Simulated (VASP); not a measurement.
Wanted: the native input for a VASP 6.6.1 run.

```yaml
Task: relaxation of cell and atoms
Functional: PBE
Potentials_or_basis: VASP PAW PBE potentials, release 64 (K_sv, Nd_3, Sb), 4f in core
Cutoff: 500 eV
k_mesh: 8 × 8 × 4
Occupations: gaussian, width 0.1 eV
Spin: no spin polarisation
Dipole_correction: no
Mended: yes
Further_INCAR_settings: ALGO = Normal; EDIFF = 1e-07; IBRION = 2; EDIFFG = -0.01; NSW = 100; ISIF = 3
```

The structure of KNd2Sb3 lies in POSCAR:

```
KNd2Sb3
1.0
    4.6379289247      0.0000000000      0.0000000000
    0.0000000000      4.6379289247      0.0000000000
    0.0000000000      0.0000000000      8.7925700826
K Nd Sb
1 2 3
Direct
    0.0000000000      0.0000000000      0.0000000000
    0.0000000000      0.5000000000      0.6712142747
    0.5000000000      0.0000000000      0.3287857253
    0.5000000000      0.5000000000      0.0000000000
    0.0000000000      0.5000000000      0.3135837580
    0.5000000000      0.0000000000      0.6864162420
```

The cell was built from a structure type or drawn by symmetry, and may not be a known phase.

One way to write it, as run:

INCAR

```
  PREC = Accurate
  ENCUT = 500
  EDIFF = 1E-7
  ISMEAR = 0
  SIGMA = 0.1
  LREAL = F
  LASPH = T
  NELM = 200
  ALGO = Normal
  ISIF = 3
  LWAVE = F
  LCHARG = F
  GGA = PE
  IBRION = 2
  NSW = 100
  EDIFFG = -0.01
  GGA_COMPAT = F
  NELMIN = 4
  LMAXMIX = 6
```

KPOINTS

```
regular mesh
0
Gamma
  8 8 4
```

Potentials or basis: VASP PAW PBE potentials, release 64 (K_sv, Nd_3, Sb), 4f in core.

Command:

```bash
$ cat potpaw_PBE.64/K_sv/POTCAR potpaw_PBE.64/Nd_3/POTCAR potpaw_PBE.64/Sb/POTCAR > POTCAR
$ mpirun -np 1 vasp_std > vasp.out
```

It gave:

* Relaxed volume: 31.62 Å³/atom
* Relaxed cell: a = 4.615 Å, b = 4.615 Å, c = 8.906 Å, α = 90.00°, β = 90.00°, γ = 90.00°
* Space group after relaxing (to 0.1 Å): P-4m2 (No. 115)
* Energy gained by relaxing: 1.5 meV/atom
* Ionic steps: 7
* Pressure after relaxing: 0.0 GPa
* Largest force after relaxing: 0.004 eV/Å
* Band gap on the k mesh: zero (bands 23 and 24 overlap by 0.45 eV)

Caveat: spin-orbit coupling is left out, which moves the levels of the heavy elements; the 4f electrons are frozen in the core, so they carry no moment and show no levels.

It took 7.8 min on 1 thread of Intel(R) Xeon(R) 6975P-C (Granite Rapids), with other jobs on the host, peak memory 0.44 GiB.
